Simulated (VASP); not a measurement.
The system is TiAl.

```
CELL_PARAMETERS angstrom
3.17906 0.00000 0.00000
0.00000 3.17906 0.00000
0.00000 0.00000 3.17906
ATOMIC_POSITIONS crystal
Ti 0.00000 0.00000 0.00000
Al 0.50000 0.50000 0.50000
```

- Program: VASP 6.6.1
- Task: relaxation of cell and atoms
- Functional: PBE
- Dispersion: D3(BJ)
- Potentials or basis: VASP PAW PBE potentials, release 64 (Ti_sv, Al)
- Cutoff: 600 eV
- k mesh: 8 × 8 × 8
- Occupations: fermi-dirac, width 0.05 eV
- Spin: no spin polarisation

At the start: pressure -4.3 GPa; volume 16.06 Å³/atom.

Question: Where does the relaxation end?

Answer: Over 3 steps the energy falls by 8.1 meV/atom and the volume is 15.47 Å³/atom (-3.7 %); space group Pm-3m (No. 221, to 0.05 Å).

The path:
| step | energy change (eV) | largest force (eV/Å) | pressure (GPa) | volume (Å³) |
| --- | --- | --- | --- | --- |
| 1 | 0.0000 | 0.0000 | -4.27 | 32.13 |
| 2 | -0.0088 | 0.0000 | 3.19 | 30.18 |
| 3 | -0.0162 | 0.0000 | 0.02 | 30.94 |

Final structure:
```
CELL_PARAMETERS angstrom
3.13952 0.00000 0.00000
0.00000 3.13952 0.00000
0.00000 0.00000 3.13952
ATOMIC_POSITIONS crystal
Ti 0.00000 0.00000 0.00000
Al 0.50000 0.50000 0.50000
```

Caveat: pairwise dispersion overbinds metals, which lowers pressure and volume.
